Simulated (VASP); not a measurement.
Set up this calculation in VASP 6.6.1, as the native input.

| Item | Value |
| --- | --- |
| Task | single point |
| Functional | PBEsol |
| Potentials or basis | VASP PAW PBE potentials, release 64 (Gd, O) |
| Cutoff | 520 eV |
| k mesh | 9 × 9 × 9 |
| Occupations | fermi-dirac, width 0.05 eV |
| Spin | collinear spin, ferromagnetic start |
| Starting moments | [7.0, 0.0] μB |
| Dipole correction | no |
| Further INCAR settings | ALGO = Normal; EDIFF = 1e-06; NBANDS = 23 |

The structure of GdO lies in POSCAR:

```
GdO
1.0
    0.0000000000      2.6635090403      2.6635090403
    2.6635090403      0.0000000000      2.6635090403
    2.6635090403      2.6635090403      0.0000000000
Gd O
1 1
Direct
    0.0000000000      0.0000000000      0.0000000000
    0.7500000000      0.7500000000      0.7500000000
```

One way to write it, as run:

INCAR

```
SYSTEM = GdO
ALGO = Normal ; EDIFF = 1E-6
ENCUT = 520 ; GGA = PS
ISIF = 2 ; ISMEAR = -1
ISPIN = 2 ; LASPH = .TRUE.
LCHARG = .FALSE. ; LMAXMIX = 6
LORBIT = 11 ; LREAL = .FALSE.
LWAVE = .FALSE. ; MAGMOM = 7 0
NBANDS = 23 ; NELM = 150
PREC = Accurate ; SIGMA = 0.05
```

KPOINTS

```
k-points
0
G
  9 9 9
  0 0 0
```

Potentials or basis: VASP PAW PBE potentials, release 64 (Gd, O).

Command:

```sh
$ cat potpaw_PBE.64/Gd/POTCAR potpaw_PBE.64/O/POTCAR > POTCAR
$ mpirun -np 1 vasp_std > vasp.out
```

Results of the run:

| Property | Result |
| --- | --- |
| Pressure | -0.6 GPa |
| Net moment | 7.52 μB per cell |
| Site moments | Gd +6.87; O -0.03 μB |
| Valence electrons inside the program's atomic spheres | Gd 15.23; O 4.99 |

Caveat: the PAW data sets were made with another functional, which shifts forces and pressure a little; a cell with one magnetic atom can't hold antiferromagnetic order, which such compounds often take.

Wall time 2.2 min on 1 thread of AMD EPYC 7R13 Processor (Zen 3), with other jobs on the host, peak memory 0.18 GiB.
